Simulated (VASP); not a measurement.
# CuAs (P6_3/mmc) in VASP: further runs

CuAs is run at these levels: LDA; tasks: single point.

Everything below comes from runs of VASP 6.6.1. Logs are shortened: lines on timing, memory, paths and dates and some standing lists are left out, and cuts for length are marked.

### 1 The cell of the first run

Symmetry: P6_3/mmc, No. 194, hexagonal system. The conventional cell has a = 3.603 Å, b = 3.603 Å, c = 4.988 Å, α = 90.00°, β = 90.00°, γ = 120.00°. Cu (site symmetry -3m) has 6 As at 2.43 Å and 2 Cu at 2.49 Å within 3.2 Å. As (site symmetry -6m2) has 6 Cu at 2.43 Å within 3.2 Å.

### 2 Single point, LDA

INCAR reads:

```
SYSTEM = CuAs
PREC = Accurate
ENCUT = 520
EDIFF = 1E-6
ISMEAR = 0
SIGMA = 0.15
LREAL = .FALSE.
LASPH = .TRUE.
NELM = 80
ALGO = Normal
ISIF = 2
LWAVE = .FALSE.
LCHARG = .FALSE.
GGA = CA
NBANDS = 24
```

KPOINTS reads:

```
Automatic mesh
0
G
  12 12 8
  0 0 0
```

POSCAR reads:

```
CuAs
1.0
    3.6033000000      0.0000000000      0.0000000000
   -1.8016500000      3.1205493375      0.0000000000
    0.0000000000      0.0000000000      4.9876000000
Cu As
2 2
Direct
    0.0000000000      0.0000000000      0.5000000000
    0.0000000000      0.0000000000      0.0000000000
    0.6666666667      0.3333333333      0.7500000000
    0.3333333333      0.6666666667      0.2500000000
```

Potentials or basis: VASP PAW LDA potentials, release 64 (Cu, As).

Command:

```bash
cat potpaw_LDA.64/Cu/POTCAR potpaw_LDA.64/As/POTCAR > POTCAR
mpirun -np 1 vasp_std > vasp.out
```

OUTCAR:

```text
SYSTEM = CuAs
   PREC = Accurate
   ENCUT = 520
   EDIFF = 1E-6
   ISMEAR = 0
   LREAL = .FALSE.
   LASPH = .TRUE.
   NELM = 80
   ISIF = 2
   GGA = CA

 ion  position               nearest neighbor table
   1  0.000  0.000  0.500-   3 2.43   4 2.43   3 2.43   4 2.43   3 2.43   4 2.43   2 2.49   2 2.49

   2  0.000  0.000  0.000-   3 2.43   4 2.43   3 2.43   4 2.43   3 2.43   4 2.43   1 2.49   1 2.49

   3  0.667  0.333  0.750-   1 2.43   2 2.43   1 2.43   2 2.43   1 2.43   2 2.43
   4  0.333  0.667  0.250-   1 2.43   2 2.43   1 2.43   2 2.43   1 2.43   2 2.43

  LATTYP: Found a hexagonal cell.
 ALAT       =     3.6033000000
 C/A-ratio  =     1.3841756168

  Lattice vectors:

 A1 = (   3.6033000000,   0.0000000000,   0.0000000000)
 A2 = (  -1.8016500000,   3.1205493375,   0.0000000000)
 A3 = (   0.0000000000,   0.0000000000,   4.9876000000)

Analysis of symmetry for initial positions (statically):
=====================================================================
 Subroutine PRICEL returns:
 Original cell was already a primitive cell.

 Routine SETGRP: Setting up the symmetry group for a
 hexagonal supercell.

 Subroutine GETGRP returns: Found 24 space group operations
 (whereof 12 operations were pure point group operations)
 out of a pool of 24 trial point group operations.

The static configuration has the point symmetry D_3d.
 The point group associated with its full space group is D_6h.

Analysis of symmetry for dynamics (positions and initial velocities):
=====================================================================
 Subroutine PRICEL returns:
 Original cell was already a primitive cell.

 Routine SETGRP: Setting up the symmetry group for a
 hexagonal supercell.

 Subroutine GETGRP returns: Found 24 space group operations
 (whereof 12 operations were pure point group operations)
 out of a pool of 24 trial point group operations.

The dynamic configuration has the point symmetry D_3d.
 The point group associated with its full space group is D_6h.

 Subroutine INISYM returns: Found 24 space group operations
 (whereof 12 operations are pure point group operations),
 and found     1 'primitive' translations

----------------------------------------------------------------------------------------

                                     Primitive cell

  volume of cell :      56.0819

  direct lattice vectors                    reciprocal lattice vectors
     3.603300000  0.000000000  0.000000000     0.277523381  0.160228199  0.000000000
    -1.801650000  3.120549337  0.000000000     0.000000000  0.320456398  0.000000000
[... 86 lines left out ...]
   LASPH  =      T    aspherical Exc in radial PAW
   ENCUT  =  520.0 eV  38.22 Ry    6.18 a.u.   6.70  6.70  9.27*2*pi/ulx,y,z
   NELM   =     80;   NELMIN=  2; NELMDL= -5     # of ELM steps
   EDIFF  = 0.1E-05   stopping-criterion for ELM
   LREAL  =      F    real-space projection
   EDIFFG = 0.1E-04   stopping-criterion for IOM
   NSW    =      0    number of steps for IOM
   IBRION =     -1    ionic relax: 0-MD 1-quasi-New 2-CG
   NFREE  =      0    steps in history (QN), initial steepest desc. (CG)
   ISIF   =      2    stress and relaxation
   ISYM   =      2    0-nonsym 1-usesym 2-fastsym
   POTIM  = 0.5000    time-step for ionic-motion
   TEBEG  =    0.0;   TEEND  =   0.0 temperature during run
   PSTRESS=    0.0 pullay stress
   NELECT =      32.0000    total number of electrons
   NUPDOWN=      -1.0000    fix difference up-down
   EMIN   =  10.00;   EMAX   =-10.00  energy-range for DOS
   EFERMI =   0.00;   METHOD = LEGACY
   ISMEAR =     0;   SIGMA  =   0.15  broadening in eV -4-tet -1-fermi 0-gaus
   EFERMI_NEDOS =   21; number of points for ismear=-14 and -15
   IALGO  =     38    algorithm
   IMIX   =      4    mixing-type and parameters
     AMIX     =   0.40;   BMIX     =  1.00
     AMIX_MAG =   1.60;   BMIX_MAG =  1.00
  volume/ion in A,a.u.               =      14.02        94.61
  Fermi-wavevector in a.u.,A,eV,Ry     =   1.357846  2.565957 25.085677  1.843745
  Thomas-Fermi vector in A             =   2.484730
   LORBIT       =      0    0 simple, 1 ext, 2 COOP (PROOUT), +10 PAW based schemes
   GGA     = CA    functional components
   LHFCALC =     F    Hartree Fock is set to
   AEXX    =    0.0000 exact exchange contribution
   IVDW    =     0    specifies the selected vdW correction
   LEPSILON=     F    determine dielectric tensor
   LRPA    =     F    only Hartree local field effects (RPA)
 non-spin polarized calculation
 Gauss-broadening in eV      SIGMA  =   0.15
  energy-cutoff  :      520.00
  volume of cell :       56.08
 maximum number of plane-waves:      1530
 NGX is ok and might be reduce to    28
   NGX = 13   NGY = 13   NGZ = 19

 number of electron      31.9999990 magnetization

 Free energy of the ion-electron system (eV)
  ---------------------------------------------------
  ext. energy  EPLUGINS =         0.00000000
  ---------------------------------------------------
  free energy    TOTEN  =       -19.89861559 eV

  energy without entropy =      -19.88125298  energy(sigma->0) =      -19.88993429

 E-fermi :   8.2029     XC(G=0): -12.0977

 val. band max:        8.1945316460   @ k =   0.2500   0.0000   0.5000
 cond. band min:       8.2084774330   @ k =   0.2500   0.0833   0.3750
 fundamental gap:      0.0139457870
 Fermi energy:         8.2029434154

 k-point     1 :       0.0000    0.0000    0.0000
  band No.  band energies     occupation
      1      -6.5503      2.00000
      2      -2.5377      2.00000
      3       0.7209      2.00000
      4       2.5860      2.00000
      5       2.5860      2.00000
      6       3.0357      2.00000
[... 637 lines left out ...]
     23      17.9996      0.00000
     24      18.7213      0.00000

 [... further k-points ...]
[... 5 lines left out ...]
  --------------------------------------------------------------------------------------
  -------------------------------------------------------------------------------------
  Total        4.9816263      4.9816263      1.9518762      0.0000000      0.0000000      0.0000000
  in kB      142.3176078    142.3176078     55.7621824      0.0000000      0.0000000      0.0000000
  external PRESSURE =     113.4657993 kB  Pullay stress =       0.0000000 kB

 VOLUME and BASIS-vectors are now :
 -----------------------------------------------------------------------------
  energy-cutoff  :      520.00
  volume of cell :       56.08
      direct lattice vectors                 reciprocal lattice vectors
     3.603300000  0.000000000  0.000000000     0.277523381  0.160228199  0.000000000
    -1.801650000  3.120549337  0.000000000     0.000000000  0.320456398  0.000000000
     0.000000000  0.000000000  4.987600000     0.000000000  0.000000000  0.200497233

 POSITION                                       TOTAL-FORCE (eV/Angst)
 -----------------------------------------------------------------------------------
      0.00000      0.00000      2.49380         0.000000      0.000000     -0.000000
      0.00000      0.00000      0.00000         0.000000      0.000000     -0.000000
      1.80165      1.04018      3.74070         0.000000     -0.000000      0.000000
     -0.00000      2.08037      1.24690        -0.000000      0.000000      0.000000
 -----------------------------------------------------------------------------------
    total drift:                               -0.000000      0.000000     -0.000000

  FREE ENERGIE OF THE ION-ELECTRON SYSTEM (eV)
  ---------------------------------------------------
  free  energy   TOTEN  =       -19.8986155891 eV

  energy  without entropy=      -19.8812529842  energy(sigma->0) =      -19.88993429
```

OSZICAR:

```text
N       E                     dE             d eps       ncg     rms          rms(c)
DAV:   1     0.217569035309E+03    0.21757E+03   -0.14057E+04  4640   0.183E+03
DAV:   2    -0.474948848480E+01   -0.22232E+03   -0.20876E+03  4600   0.333E+02
DAV:   3    -0.226226283985E+02   -0.17873E+02   -0.16812E+02  6072   0.113E+02
DAV:   4    -0.231392862602E+02   -0.51666E+00   -0.51575E+00  5552   0.183E+01
DAV:   5    -0.231489659434E+02   -0.96797E-02   -0.96751E-02  6168   0.220E+00    0.161E+01
DAV:   6    -0.238198872655E+02   -0.67092E+00   -0.40510E+01  5352   0.190E+02    0.122E+01
DAV:   7    -0.199422007759E+02    0.38777E+01   -0.11768E+01  5384   0.100E+02    0.245E+00
DAV:   8    -0.199585998951E+02   -0.16399E-01   -0.13303E+00  7160   0.249E+01    0.211E+00
DAV:   9    -0.198986953102E+02    0.59905E-01   -0.25873E-01  6376   0.134E+01    0.170E-01
DAV:  10    -0.198992236533E+02   -0.52834E-03   -0.11498E-02  7240   0.142E+00    0.192E-01
DAV:  11    -0.198986675292E+02    0.55612E-03   -0.20037E-03  6016   0.151E+00    0.551E-02
DAV:  12    -0.198986332528E+02    0.34276E-04   -0.38030E-04  7216   0.344E-01    0.248E-02
DAV:  13    -0.198986170390E+02    0.16214E-04   -0.24168E-05  7448   0.101E-01    0.910E-03
DAV:  14    -0.198986155344E+02    0.15046E-05   -0.93045E-06  6872   0.603E-02    0.154E-03
DAV:  15    -0.198986155891E+02   -0.54672E-07   -0.70827E-07  3008   0.767E-03
   1 F= -.19898616E+02 E0= -.19889934E+02  d E =-.173626E-01
```

stdout:

```text
POSCAR found type information on POSCAR CuAs
 POSCAR found :  2 types and       4 ions
 scaLAPACK will be used
 LDA part: xc-table for (Slater(with rela. corr.)+CA(PZ))
 , standard interpolation
 POSCAR, INCAR and KPOINTS ok, starting setup
 FFT: planning ... GRIDC
 FFT: planning ... GRID_SOFT
 FFT: planning ... GRID
 WAVECAR not read
 entering main loop
```

Run time: 55 s. Hardware: 1 thread of Intel Xeon 6975P-C (Granite Rapids), shared host; peak memory 0.23 GiB.

What came out:

```yaml
Free_energy: -19.8986 eV
Pressure: 11.3 GPa
Band_gap_on_the_k_mesh: zero (band 16 reaches 9.95 eV, above the bottom of band 17 at 7.32 eV)
```

### 3 Single point, LDA

This run uses another cell than the first one, of 14.22 Å³/atom, 1.015 times its volume.

Changes to INCAR since step 2:

```diff
@@ -8,3 +8,3 @@
 LASPH = .TRUE.
-NELM = 80
+NELM = 60
 ALGO = Normal
```

KPOINTS is that of step 2.

POSCAR reads:

```
CuAs
1.0
    3.7796846230      0.0000000000      0.0000000000
   -1.8898423115      3.2733029018      0.0000000000
    0.0000000000      0.0000000000      4.5989000000
Cu As
2 2
Direct
    0.0000000000      0.0000000000      0.5000000000
    0.0000000000      0.0000000000      0.0000000000
    0.6666666667      0.3333333333      0.7500000000
    0.3333333333      0.6666666667      0.2500000000
```

Potentials or basis: VASP PAW LDA potentials, release 64 (Cu, As).

Command:

```bash
cat potpaw_LDA.64/Cu/POTCAR potpaw_LDA.64/As/POTCAR > POTCAR
mpirun -np 1 vasp_std > vasp.out
```

Wall time 50 s (1 thread of Intel Xeon 6975P-C (Granite Rapids), shared host); peak memory 0.23 GiB.

It converged, with:

```
Free energy            : -19.9680 eV
Pressure               : 9.0 GPa
Band gap on the k mesh : zero (band 16 reaches 9.07 eV, above the bottom of band 17 at 7.23 eV)
```

Stress tensor (GPa, compression positive):
```
 5.85  0.00  0.00
 0.00  5.85  0.00
 0.00  0.00 15.39
```

Levels at points of the mesh, in eV from the Fermi level:
| k point | band 14 | band 15 | band 16 | band 17 | band 18 | band 19 |
| --- | --- | --- | --- | --- | --- | --- |
| (0.00, 0.00, 0.00) | -0.59 | -0.59 | 1.05 | 1.05 | 2.17 | 3.09 |
| (0.50, 0.00, 0.00) | -3.17 | -3.13 | -2.46 | 0.29 | 2.89 | 3.10 |
| (0.00, 0.00, 0.50) | -1.01 | 0.85 | 0.85 | 0.85 | 0.85 | 4.65 |
| (0.50, 0.00, 0.50) | -3.65 | -0.94 | -0.94 | 0.37 | 0.37 | 5.36 |

(Continued in part 2 of 2.)
